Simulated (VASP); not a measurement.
A run of VASP 6.6.1:

File INCAR:

```
SYSTEM = Re
ALGO     = Normal         ! electronic algorithm
EDIFF    = 1E-6           ! SCF threshold, eV
EDIFFG   = -0.01          ! ionic threshold
ENCUT    = 600            ! plane-wave cutoff, eV
GGA      = PE             ! functional
IBRION   = 2              ! ionic algorithm
ISIF     = 4              ! what is computed and relaxed
ISMEAR   = 0              ! smearing method
LASPH    = .True.         ! aspherical terms in the spheres
LCHARG   = .False.        ! write CHGCAR
LREAL    = .False.        ! projectors in reciprocal space
LWAVE    = .False.        ! write WAVECAR
NELM     = 80             ! most SCF steps
NSW      = 60             ! ionic steps
PREC     = Accurate       ! precision mode
SIGMA    = 0.05           ! smearing width, eV
```

File KPOINTS:

```
k-points
0
Gamma
  18 18 10
  0 0 0
```

POSCAR

```
Re
1.0
    2.7928474302      0.0000000000      0.0000000000
   -1.3964237151      2.4186768235      0.0000000000
    0.0000000000      0.0000000000      4.5149500394
Re
2
Direct
    0.3333333333      0.6666666667      0.2500000000
    0.6666666667      0.3333333333      0.7500000000
```

Potentials or basis: VASP PAW PBE potentials, release 64 (Re).

Command:

```sh
$ cat potpaw_PBE.64/Re/POTCAR > POTCAR
$ mpirun -np 1 vasp_std > vasp.out
```

Hardware: 1 thread of Intel(R) Xeon(R) 6975P-C (Granite Rapids), with other jobs on the host.

Task: Estimate the wall time of this run.

Result: Run time: 52 s on 1 thread of Intel(R) Xeon(R) 6975P-C (Granite Rapids) (shared host), peak memory 0.22 GiB. Counts: scf iterations 19, k points 222, ion steps 3.
